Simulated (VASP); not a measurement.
Wanted: the native input for a VASP 6.6.1 run.

```yaml
Task: single point
Functional: PBE
Potentials_or_basis: VASP PAW PBE potentials, release 64 (Sr_sv, Ti_sv, O)
Cutoff: 520 eV
k_mesh: 6 × 6 × 4
Occupations: gaussian, width 0.1 eV
Spin: collinear spin
Starting_moments: "[0.0, 1.0, 0.0] μB"
Dipole_correction: no
Further_INCAR_settings: ALGO = Normal; EDIFF = 1e-07; NBANDS = 25
```

The structure of SrTiO lies in POSCAR:

```
SrTiO
1.0
    2.9698192203      0.0000000000      0.0000000000
    0.0000000000      2.9698192203      0.0000000000
    0.0000000000      0.0000000000      7.0264755474
Sr Ti O
1 1 1
Direct
    0.5000000000      0.5000000000      0.5000000000
    0.5000000000      0.5000000000      0.0000000000
    0.0000000000      0.0000000000      0.0000000000
```

The cell was generated, and may not be a known phase.

These files were run (other wordings do the same):

INCAR

```
SYSTEM = SrTiO
PREC = Accurate
ENCUT = 520
EDIFF = 1E-7
ISMEAR = 0
SIGMA = 0.1
LREAL = .FALSE.
LASPH = .TRUE.
NELM = 150
ALGO = Normal
ISIF = 2
LWAVE = .FALSE.
LCHARG = .TRUE.
ISPIN = 2
MAGMOM = 0 1 0
LORBIT = 11
LMAXMIX = 4
GGA = PE
LELF = .TRUE.
LVHAR = .TRUE.
NBANDS = 25
```

KPOINTS

```
regular mesh
0
G
  6 6 4
  0 0 0
```

Potentials or basis: VASP PAW PBE potentials, release 64 (Sr_sv, Ti_sv, O).

The run is started by

```bash
$ cat potpaw_PBE.64/Sr_sv/POTCAR potpaw_PBE.64/Ti_sv/POTCAR potpaw_PBE.64/O/POTCAR > POTCAR
$ mpirun -np 1 vasp_std > vasp.out
```

Results of the run:

```
Pressure                                              : 0.4 GPa
Net moment                                            : 0.25 μB per cell
Site moments                                          : Sr +0.03; Ti +0.11; O +0.01 μB
Valence electrons inside the program's atomic spheres : Sr 8.21; Ti 10.17; O 4.99
```

Caveat: a moment this small can come from the mesh or the smearing.

Run time: 2.4 min on 1 thread of Intel Xeon 8259CL, with other jobs on the host, peak memory 0.22 GiB.
